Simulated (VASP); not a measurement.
Crystal: Mg.

```
CELL_PARAMETERS angstrom
3.20930 0.00000 0.00000
-1.60465 2.77934 0.00000
0.00000 0.00000 5.21030
ATOMIC_POSITIONS crystal
Mg 0.66667 0.33333 0.75000
Mg 0.33333 0.66667 0.25000
```

- Program: VASP 6.6.1
- Task: relaxation of cell and atoms
- Functional: revPBE
- Dispersion: D4
- Potentials or basis: VASP PAW PBE potentials, release 64 (Mg)
- Cutoff: 600 eV
- k mesh: 10 × 10 × 5
- Occupations: fermi-dirac, width 0.05 eV
- Spin: no spin polarisation

At the start: pressure 12.6 GPa; volume 23.24 Å³/atom.

Problem. How do energy, volume and symmetry change on relaxing?

Solution. Over 20 steps the energy falls by 3.1 meV/atom; space group P6_3/mmc (No. 194, to 0.05 Å).

Step by step:
```tsv
step	energy change (eV)	largest force (eV/Å)	pressure (GPa)	volume (Å³)
1	0.0000	0.0000	12.60	46.47
2	0.3614	0.0000	-6.15	59.88
3	0.1699	0.0000	-5.03	54.44
4	0.0945	0.0000	-4.16	51.82
5	0.0339	0.0000	-2.95	49.10
6	0.0126	0.0000	-2.21	47.77
7	0.0045	0.0000	-1.80	47.12
8	0.0011	0.0000	-1.59	46.80
9	-0.0005	0.0000	-1.47	46.64
10	-0.0011	0.0000	-1.09	46.55
11	-0.0013	0.0000	0.78	46.51
12	-0.0013	0.0000	-0.42	46.53
13	-0.0013	0.0000	-0.11	46.53
14	-0.0013	0.0000	-0.01	46.52
15	-0.0025	0.0000	-0.09	46.53
16	-0.0057	0.0000	-0.88	46.53
17	-0.0005	0.0000	-1.24	46.51
18	-0.0060	0.0000	-1.10	46.53
19	-0.0061	0.0000	1.10	46.48
20	-0.0061	0.0000	-0.08	46.49
```

Final structure:
```cif
data_structure
_symmetry_space_group_name_H-M 'P 1'
_symmetry_Int_Tables_number 1
_cell_length_a 3.1769
_cell_length_b 3.1769
_cell_length_c 5.3192
_cell_angle_alpha 90.000
_cell_angle_beta 90.000
_cell_angle_gamma 120.000
_cell_volume 46.49
loop_
_atom_site_label
_atom_site_type_symbol
_atom_site_fract_x
_atom_site_fract_y
_atom_site_fract_z
_atom_site_occupancy
Mg1 Mg 0.66667 0.33333 0.75000 1
Mg2 Mg 0.33333 0.66667 0.25000 1
```

Caveat: the PAW data sets were made with another functional, which shifts forces and pressure a little; pairwise dispersion overbinds metals, which lowers pressure and volume.
